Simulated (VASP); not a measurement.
PbS: single point with r2SCAN

The system is PbS.

```
CELL_PARAMETERS angstrom
2.01340 1.16244 3.58890
-2.01340 1.16244 3.58890
0.00000 -2.32487 3.58890
ATOMIC_POSITIONS crystal
Pb 0.97815 0.97815 0.97815
S 0.47745 0.47745 0.47745
```

```yaml
Program: VASP 6.6.1
Task: single point
Functional: r2SCAN
Potentials_or_basis: VASP PAW PBE potentials, release 64 (Pb_d, S)
Cutoff: 520 eV
k_mesh: 9 × 9 × 9
Occupations: gaussian, width 0.05 eV
Spin: no spin polarisation
```

- Pressure: 3.4 GPa

Stress tensor (GPa, compression positive):
```
4.73 0.00 0.00
0.00 4.73 0.00
0.00 0.00 0.78
```

Levels at points of the mesh, in eV from the Fermi level:
| k point | band 8 | band 9 | band 10 | band 11 | band 12 | band 13 |
| --- | --- | --- | --- | --- | --- | --- |
| (0.00, 0.00, 0.00) | -3.32 | -2.58 | -2.58 | 5.34 | 5.34 | 5.38 |

Run time: 81 s on 1 thread of Intel(R) Xeon(R) 6975P-C (Granite Rapids), on a shared host, peak memory 0.23 GiB.

Caveat: this odd mesh misses L, so gap, dielectric constants and Born charges aren't listed; the cell stands under pressure; the PAW data sets were made with another functional, which shifts forces and pressure a little; spin-orbit coupling is left out, which moves the levels of the heavy elements.
